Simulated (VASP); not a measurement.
# Ta3W2 (Fmmm) in VASP: further runs

Ta3W2 is run at these levels: PBE; tasks: single point.

All numbers are computed with VASP 6.6.1; they aren't measurements. Logs are shortened: lines on timing, memory, paths and dates and some standing lists are left out, and cuts for length are marked.

**1. The cell of the first run**

Symmetry: Fmmm, No. 69, orthorhombic system. The conventional cell has a = 3.247 Å, b = 4.643 Å, c = 22.916 Å, α = 90.00°, β = 90.00°, γ = 90.00°. Within 3.7 Å of Ta (site symmetry mm2) lie 4 W at 2.78 to 3.24 Å and 10 Ta at 2.83 to 3.34 Å. Within 3.7 Å of Ta (site symmetry mmm) lie 8 W at 2.79 to 3.25 Å and 6 Ta at 2.83 to 3.25 Å. Within 3.7 Å of W (site symmetry mm2) lie 8 Ta at 2.78 to 3.25 Å and 6 W at 2.83 to 3.25 Å.

**2. Single point, PBE**

The input, INCAR:

```
  ALGO = Fast
  EDIFF = 1E-6
  ENCUT = 520
  GGA = PE
  ISIF = 2
  ISMEAR = 0
  LASPH = T
  LCHARG = F
  LREAL = F
  LWAVE = F
  NBANDS = 38
  NELM = 60
  PREC = Accurate
  SIGMA = 0.1
```

The input, KPOINTS:

```
k-points
0
Gamma
  6 6 6
```

The input, POSCAR:

```
Ta3W2
1.0
    0.0000000000      2.3214555519     11.4579518519
    1.6235428547      0.0000000000     11.4579518519
    1.6235428547      2.3214555519      0.0000000000
Ta W
3 2
Direct
    0.8022875929      0.8022875929      0.1977124071
    0.1977124071      0.1977124071      0.8022875929
    0.0000000000      0.0000000000      0.0000000000
    0.5990650471      0.5990650471      0.4009349529
    0.4009349529      0.4009349529      0.5990650471
```

Potentials or basis: VASP PAW PBE potentials, release 64 (Ta_pv, W_sv).

On the command line:

```console
cat potpaw_PBE.64/Ta_pv/POTCAR potpaw_PBE.64/W_sv/POTCAR > POTCAR
mpirun -np 1 vasp_std > vasp.out
```

OUTCAR:

```text
EDIFF = 1E-6
   ENCUT = 520
   GGA = PE
   ISIF = 2
   ISMEAR = 0
   LASPH = T
   LREAL = F
   NELM = 60
   PREC = Accurate

 ion  position               nearest neighbor table
   1  0.802  0.802  0.198-   5 2.78   5 2.78   2 2.89   2 2.89   5 3.24   5 3.24   2 3.34   2 3.34

   2  0.198  0.198  0.802-   4 2.78   4 2.78   1 2.89   1 2.89   4 3.24   4 3.24   1 3.34   1 3.34

   3  0.000  0.000  0.000-   4 2.79   4 2.79   5 2.79   5 2.79   5 3.25   4 3.25   4 3.25   5 3.25

   4  0.599  0.599  0.401-   2 2.78   2 2.78   3 2.79   3 2.79   2 3.24   2 3.24   3 3.25   3 3.25

   5  0.401  0.401  0.599-   1 2.78   1 2.78   3 2.79   3 2.79   1 3.24   1 3.24   3 3.25   3 3.25

  LATTYP: Found a face centered orthorhombic cell.
 ALAT       =     3.2470857094
 B/A-ratio  =     1.4298702034
 C/A-ratio  =     7.0573756761

  Lattice vectors:

 A1 = (   0.0000000000,   2.3214555519,  11.4579518519)
 A2 = (   1.6235428547,   0.0000000000,  11.4579518519)
 A3 = (   1.6235428547,   2.3214555519,   0.0000000000)

Analysis of symmetry for initial positions (statically):
=====================================================================
 Subroutine PRICEL returns:
 Original cell was already a primitive cell.

 Routine SETGRP: Setting up the symmetry group for a
 face centered orthorhombic supercell.

 Subroutine GETGRP returns: Found  8 space group operations
 (whereof  8 operations were pure point group operations)
 out of a pool of  8 trial point group operations.

The static configuration has the point symmetry D_2h.

Analysis of symmetry for dynamics (positions and initial velocities):
=====================================================================
 Subroutine PRICEL returns:
 Original cell was already a primitive cell.

 Routine SETGRP: Setting up the symmetry group for a
 face centered orthorhombic supercell.

 Subroutine GETGRP returns: Found  8 space group operations
 (whereof  8 operations were pure point group operations)
 out of a pool of  8 trial point group operations.

The dynamic configuration has the point symmetry D_2h.

 Subroutine INISYM returns: Found  8 space group operations
 (whereof  8 operations are pure point group operations),
 and found     1 'primitive' translations

----------------------------------------------------------------------------------------

                                     Primitive cell

  volume of cell :      86.3696

  direct lattice vectors                    reciprocal lattice vectors
     0.000000000  2.321455552 11.457951852    -0.307968464  0.215382112  0.043637816
     1.623542855  0.000000000 11.457951852     0.307968464 -0.215382112  0.043637816
     1.623542855  2.321455552  0.000000000     0.307968464  0.215382112 -0.043637816

  length of vectors
    11.690757739 11.572404765  2.832851440     0.378336211  0.378336211  0.378336211

  position of ions in fractional coordinates (direct lattice)
     0.802287593  0.802287593  0.197712407
     0.197712407  0.197712407  0.802287593
     0.000000000  0.000000000  0.000000000
     0.599065047  0.599065047  0.400934953
     0.400934953  0.400934953  0.599065047

  ion indices of the primitive-cell ions
   primitive index   ion index
                 1           1
                 2           2
                 3           3
                 4           4
                 5           5

----------------------------------------------------------------------------------------

 KPOINTS: k-points

Automatic generation of k-mesh.
 Grid dimensions read from file:
 generate k-points for:    6    6    6

 Generating k-lattice:

  Cartesian coordinates                     Fractional coordinates (reciprocal lattice)
    -0.051328077  0.035897019  0.007272969     0.166666667  0.000000000 -0.000000000
     0.051328077 -0.035897019  0.007272969     0.000000000  0.166666667  0.000000000
     0.051328077  0.035897019 -0.007272969    -0.000000000  0.000000000  0.166666667

  Length of vectors
     0.063056035  0.063056035  0.063056035

  Shift w.r.t. Gamma in fractional coordinates (k-lattice)
     0.000000000  0.000000000  0.000000000

 Subroutine IBZKPT returns following result:
 ===========================================

 Found     46 irreducible k-points:

 Following reciprocal coordinates:
            Coordinates               Weight
  0.000000  0.000000  0.000000      1.000000
  0.166667 -0.000000 -0.000000      8.000000
  0.333333  0.000000  0.000000      8.000000
  0.500000 -0.000000 -0.000000      4.000000
  0.166667  0.166667  0.000000      2.000000
  0.333333  0.166667  0.000000      8.000000
[... 16 lines left out ...]
 -0.166667  0.166667  0.166667      8.000000
  0.500000  0.333333  0.166667      4.000000
 [... further k-points ...]
   k-points           NKPTS =     46   k-points in BZ     NKDIM =     46   number of bands    NBANDS=     38
   number of dos      NEDOS =    301   number of ions     NIONS =      5
   total plane-waves  NPLWV = 194400
   dimension x,y,z NGX =    90 NGY =   90 NGZ =   24
   dimension x,y,z NGXF=   180 NGYF=  180 NGZF=   48
   ions per type =               3   2
   NGX,Y,Z   is equivalent  to a cutoff of  12.80, 12.93, 14.08 a.u.
   NGXF,Y,Z  is equivalent  to a cutoff of  25.60, 25.86, 28.17 a.u.
 SYSTEM =  unknown system
   PREC   = accura    normal or accurate (medium, high low for compatibility)
   ISTART =      0    job   : 0-new  1-cont  2-samecut
   ICHARG =      2    charge: 1-file 2-atom 10-const
   ISPIN  =      1    spin polarized calculation?
   LNONCOLLINEAR =      F non collinear calculations
   LSORBIT =      F    spin-orbit coupling
   LASPH  =      T    aspherical Exc in radial PAW
   ENCUT  =  520.0 eV  38.22 Ry    6.18 a.u.  21.74 21.52  5.27*2*pi/ulx,y,z
   NELM   =     60;   NELMIN=  2; NELMDL= -5     # of ELM steps
   EDIFF  = 0.1E-05   stopping-criterion for ELM
   LREAL  =      F    real-space projection
   EDIFFG = 0.1E-04   stopping-criterion for IOM
   NSW    =      0    number of steps for IOM
   IBRION =     -1    ionic relax: 0-MD 1-quasi-New 2-CG
   NFREE  =      0    steps in history (QN), initial steepest desc. (CG)
   ISIF   =      2    stress and relaxation
   ISYM   =      2    0-nonsym 1-usesym 2-fastsym
   POTIM  = 0.5000    time-step for ionic-motion
   TEBEG  =    0.0;   TEEND  =   0.0 temperature during run
   PSTRESS=    0.0 pullay stress
   NELECT =      61.0000    total number of electrons
   NUPDOWN=      -1.0000    fix difference up-down
   EMIN   =  10.00;   EMAX   =-10.00  energy-range for DOS
   EFERMI =   0.00;   METHOD = LEGACY
   ISMEAR =     0;   SIGMA  =   0.10  broadening in eV -4-tet -1-fermi 0-gaus
   EFERMI_NEDOS =   21; number of points for ismear=-14 and -15
   IALGO  =     68    algorithm
   IMIX   =      4    mixing-type and parameters
     AMIX     =   0.40;   BMIX     =  1.00
     AMIX_MAG =   1.60;   BMIX_MAG =  1.00
  volume/ion in A,a.u.               =      17.27       116.57
  Fermi-wavevector in a.u.,A,eV,Ry     =   1.457911  2.755053 28.919252  2.125505
  Thomas-Fermi vector in A             =   2.574657
   LORBIT       =      0    0 simple, 1 ext, 2 COOP (PROOUT), +10 PAW based schemes
   GGA     = PE    functional components
   LHFCALC =     F    Hartree Fock is set to
   AEXX    =    0.0000 exact exchange contribution
   IVDW    =     0    specifies the selected vdW correction
   LEPSILON=     F    determine dielectric tensor
   LRPA    =     F    only Hartree local field effects (RPA)
 non-spin polarized calculation
 RMM-DIIS sequential band-by-band and
 Gauss-broadening in eV      SIGMA  =   0.10
  energy-cutoff  :      520.00
  volume of cell :       86.37
 maximum number of plane-waves:      2344
 NGX is ok and might be reduce to    90
   NGX = 43   NGY = 43   NGZ = 11

 number of electron      61.0000001 magnetization

 Free energy of the ion-electron system (eV)
  ---------------------------------------------------
  ext. energy  EPLUGINS =         0.00000000
  ---------------------------------------------------
  free energy    TOTEN  =       -61.53917621 eV

  energy without entropy =      -61.50589845  energy(sigma->0) =      -61.52253733

 E-fermi :   7.2845     XC(G=0): -12.9623

 val. band max:        7.2757045440   @ k =  -0.1667   0.1667   0.0000
 cond. band min:       7.2860059589   @ k =  -0.3333   0.0000   0.1667
 fundamental gap:      0.0103014148
 Fermi energy:         7.2844522873

 k-point     1 :       0.0000    0.0000    0.0000
  band No.  band energies     occupation
      1     -66.0773      2.00000
      2     -66.0772      2.00000
      3     -30.3801      2.00000
      4     -30.3460      2.00000
      5     -30.0120      2.00000
      6     -30.0083      2.00000
[... 30 lines left out ...]
     37      10.1662      0.00000
     38      10.2439      0.00000

 k-point     2 :       0.1667   -0.0000   -0.0000
  band No.  band energies     occupation
      1     -66.0662      2.00000
      2     -66.0662      2.00000
      3     -30.3484      2.00000
      4     -30.3268      2.00000
      5     -30.1405      2.00000
      6     -30.1377      2.00000
[... 30 lines left out ...]
     37       9.9753      0.00000
     38      10.2434      0.00000

 k-point     3 :       0.3333    0.0000    0.0000
  band No.  band energies     occupation
      1     -66.0441      2.00000
      2     -66.0441      2.00000
      3     -30.4759      2.00000
      4     -30.4648      2.00000
      5     -30.2896      2.00000
      6     -30.2831      2.00000
[... 30 lines left out ...]
     37      11.0808      0.00000
[... 781 lines left out ...]
 k-point    23 :      -0.1667    0.1667    0.1667
  band No.  band energies     occupation
      1     -66.0330      2.00000
      2     -66.0330      2.00000
      3     -30.4863      2.00000
      4     -30.4726      2.00000
      5     -30.2706      2.00000
      6     -30.2507      2.00000
[... 30 lines left out ...]
     37      11.1812      0.00000
     38      11.2965      0.00000

 k-point    24 :       0.5000    0.3333    0.1667
  band No.  band energies     occupation
      1     -66.0582      2.00000
      2     -66.0581      2.00000
      3     -30.3390      2.00000
      4     -30.3079      2.00000
      5     -30.0961      2.00000
      6     -30.0920      2.00000
[... 30 lines left out ...]
     37       8.9680      0.00000
     38       9.2357      0.00000

 [... further k-points ...]

------------------------ aborting loop because EDIFF is reached ----------------------------------------

  FORCE on cell =-STRESS in cart. coord.  units (eV):
  Direction    XX          YY          ZZ          XY          YZ          ZX
  --------------------------------------------------------------------------------------
  -------------------------------------------------------------------------------------
  Total        0.3526895      0.9196165      0.3481664     -0.0000000      0.0000000      0.0000000
  in kB        6.5424734     17.0591050      6.4585699     -0.0000000      0.0000000      0.0000000
  external PRESSURE =      10.0200494 kB  Pullay stress =       0.0000000 kB

 VOLUME and BASIS-vectors are now :
 -----------------------------------------------------------------------------
  energy-cutoff  :      520.00
  volume of cell :       86.37
      direct lattice vectors                 reciprocal lattice vectors
     0.000000000  2.321455552 11.457951852    -0.307968464  0.215382112  0.043637816
     1.623542855  0.000000000 11.457951852     0.307968464 -0.215382112  0.043637816
     1.623542855  2.321455552  0.000000000     0.307968464  0.215382112 -0.043637816

 POSITION                                       TOTAL-FORCE (eV/Angst)
 -----------------------------------------------------------------------------------
      1.62354      2.32146     18.38515         0.000000      0.000000      0.131957
      1.62354      2.32146      4.53076         0.000000      0.000000     -0.131957
      0.00000      0.00000      0.00000         0.000000      0.000000      0.000000
      1.62354      2.32146     13.72812         0.000000      0.000000      0.005408
      1.62354      2.32146      9.18779         0.000000      0.000000     -0.005408
 -----------------------------------------------------------------------------------
    total drift:                                0.000000     -0.000000     -0.000000

  FREE ENERGIE OF THE ION-ELECTRON SYSTEM (eV)
  ---------------------------------------------------
  free  energy   TOTEN  =       -61.5391762081 eV

  energy  without entropy=      -61.5058984460  energy(sigma->0) =      -61.52253733
```

It took 9.7 min on 1 thread of Intel Xeon Platinum 8175M at 2.50GHz (Skylake/Cascade Lake), shared host; peak memory 0.49 GiB.

What came out:

| Quantity | Value |
| --- | --- |
| Free energy | -61.5392 eV |
| Pressure | 1.0 GPa |
| Largest force | 0.132 eV/Å |

Forces on the atoms (eV/Å):
```
Ta   0.000  0.000  0.132
Ta   0.000  0.000 -0.132
Ta   0.000  0.000  0.000
W    0.000  0.000  0.005
W    0.000  0.000 -0.005
```

Stress tensor (GPa, compression positive):
```
0.65 0.00 0.00
0.00 1.71 0.00
0.00 0.00 0.65
```

Caveat: the k points lie up to 0.40 Å⁻¹ apart; spin-orbit coupling is left out, which moves the levels of the heavy elements.

**3. Single point, PBE**

This run uses another cell than the first one, of 17.33 Å³/atom, 1.003 times its volume.

The input, INCAR:

```
PREC = Accurate ; ENCUT = 520
EDIFF = 1E-6 ; ISMEAR = 0
SIGMA = 0.1 ; LREAL = False
LASPH = True ; NELM = 60
ALGO = Fast ; ISIF = 2
LWAVE = False ; LCHARG = False
GGA = PE ; NBANDS = 38
```

The input, KPOINTS:

```
regular mesh
0
Gamma
  6 6 6
```

The input, POSCAR:

```
Ta3W2
1.0
    0.0000000000      2.3361970520     11.4352870486
    1.6216610353      0.0000000000     11.4352870486
    1.6216610353      2.3361970520      0.0000000000
Ta W
3 2
Direct
    0.8029593208      0.8029593208      0.1970406792
    0.1970406792      0.1970406792      0.8029593208
    0.0000000000      0.0000000000      0.0000000000
    0.5988098735      0.5988098735      0.4011901265
    0.4011901265      0.4011901265      0.5988098735
```

Potentials or basis: VASP PAW PBE potentials, release 64 (Ta_pv, W_sv).

On the command line:

```console
cat potpaw_PBE.64/Ta_pv/POTCAR potpaw_PBE.64/W_sv/POTCAR > POTCAR
mpirun -np 1 vasp_std > vasp.out
```

Run time: 13 min. Hardware: 1 thread of Intel Xeon Platinum 8175M at 2.50GHz (Skylake/Cascade Lake), shared host; peak memory 0.48 GiB.

It converged, with:

* Free energy: -61.5434 eV
* Pressure: 0.4 GPa
* Largest force: 0.025 eV/Å

Forces on the atoms (eV/Å):
```
Ta   0.000  0.000 -0.025
Ta   0.000  0.000  0.025
Ta   0.000  0.000  0.000
W    0.000  0.000  0.022
W    0.000  0.000 -0.022
```

Stress tensor (GPa, compression positive):
```
0.50 0.00 0.00
0.00 0.30 0.00
0.00 0.00 0.34
```

Levels at points of the mesh, in eV from the Fermi level:
```
           k point  band 26  band 27  band 28  band 29  band 30  band 31  band 32  band 33  band 34  band 35
(0.00, 0.00, 0.00)    -0.31    -0.20    -0.13     0.00     0.16     0.61     0.62     0.79     1.32     2.09
(0.50, 0.00, 0.00)    -1.69    -1.51    -0.71    -0.53     0.62     0.70     1.58     2.49     2.84     3.26
(0.50, 0.50, 0.00)    -0.71    -0.03     0.10     0.22     0.24     0.26     0.39     0.70     1.68     2.36
(0.50, 0.00, 0.50)    -1.49    -1.45    -0.61     0.35     1.17     1.32     1.59     3.49     4.47     4.56
(0.00, 0.50, 0.50)    -1.77    -1.36     0.15     0.31     1.67     1.95     2.10     2.34     2.68     2.69
```

Caveat: the k points lie up to 0.40 Å⁻¹ apart; spin-orbit coupling is left out, which moves the levels of the heavy elements.
